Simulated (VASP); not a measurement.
Runs of VASP 6.6.1 on Ru. The structure is that of space group P6_3/mmc (No. 194), or close to it. The cells are those of the table. 

| task | level | potentials or basis | cell | k mesh | cutoff (eV) | smearing | gap on the mesh (eV) | pressure (GPa) | relaxed volume (Å³/atom) |
| --- | --- | --- | --- | --- | --- | --- | --- | --- | --- |
| relaxation of cell and atoms | PBE | VASP PAW PBE potentials, release 64 (Ru_pv) | relaxed to 35 GPa from a = 2.674, b = 2.674, c = 4.230 Å, angles 90.0, 90.0, 120.0°, 2 atoms | 18 × 18 × 10 | 500 | fermi-dirac 0.15 eV | none | 35.0 | - |
| relaxation of cell and atoms | PBE | VASP PAW PBE potentials, release 64 (Ru_pv) | relaxed from a = 2.720, b = 2.720, c = 4.297 Å, angles 90.0, 90.0, 120.0°, 2 atoms | 18 × 18 × 10 | 500 | fermi-dirac 0.15 eV | none | 0.0 | 13.79 |
| relaxation of cell and atoms | PBE | VASP PAW PBE potentials, release 64 (Ru_pv) | relaxed from a = 2.706, b = 2.706, c = 4.282 Å, angles 90.0, 90.0, 120.0°, 2 atoms | 18 × 18 × 10 | 600 | gaussian 0.1 eV | none | 0.0 | (a) |
| relaxation of shape and atoms at fixed volume | PBE | VASP PAW PBE potentials, release 64 (Ru_pv) | relaxed from a = 2.747, b = 2.747, c = 4.339 Å, angles 90.0, 90.0, 120.0°, 2 atoms | 18 × 18 × 10 | 600 | gaussian 0.1 eV | none | -8.7 | - |
| single point | PBE | VASP PAW PBE potentials, release 64 (Ru_pv) | a = 2.722, b = 2.722, c = 4.297 Å, angles 90.0, 90.0, 120.0°, 2 atoms | 18 × 18 × 10 | 500 | fermi-dirac 0.15 eV | none | -0.1 | - |
| single point | LDA | VASP PAW LDA potentials, release 64 (Ru_pv) | a = 2.720, b = 2.720, c = 4.297 Å, angles 90.0, 90.0, 120.0°, 2 atoms | 18 × 18 × 10 | 520 | gaussian 0.1 eV | none | -15.7 | - |
| single point | PBE | VASP PAW PBE potentials, release 64 (Ru_pv) | a = 2.720, b = 2.720, c = 4.297 Å, angles 90.0, 90.0, 120.0°, 2 atoms | 15 × 15 × 8 | 520 | gaussian 0.1 eV | none | -0.1 | - |
| relaxation of shape and atoms at fixed volume | PBE | VASP PAW PBE potentials, release 64 (Ru_pv) | relaxed from a = 2.704, b = 2.704, c = 4.268 Å, angles 90.0, 90.0, 120.0°, 2 atoms | 18 × 18 × 10 | 500 | fermi-dirac 0.15 eV | none | 6.5 | - |
| relaxation of shape and atoms at fixed volume | PBE | VASP PAW PBE potentials, release 64 (Ru_pv) | relaxed from a = 2.811, b = 2.811, c = 4.427 Å, angles 90.0, 90.0, 120.0°, 2 atoms | 18 × 18 × 10 | 600 | gaussian 0.1 eV | none | -23.7 | - |
| relaxation of shape and atoms at fixed volume | PBE | VASP PAW PBE potentials, release 64 (Ru_pv) | relaxed from a = 2.663, b = 2.663, c = 4.213 Å, angles 90.0, 90.0, 120.0°, 2 atoms | 18 × 18 × 10 | 600 | gaussian 0.1 eV | none | 22.3 | - |

Alike in all rows: no spin polarisation.

Q: Fill in the values left out.

A: (a) 13.76.

Caveats: the cell is relaxed towards a set pressure, so the enthalpy falls and the energy may rise (some runs).

A k mesh can miss the band edges, and the runs leave out spin-orbit coupling on Ru.

A gap of «none» marks levels without a gap at the run's occupations.
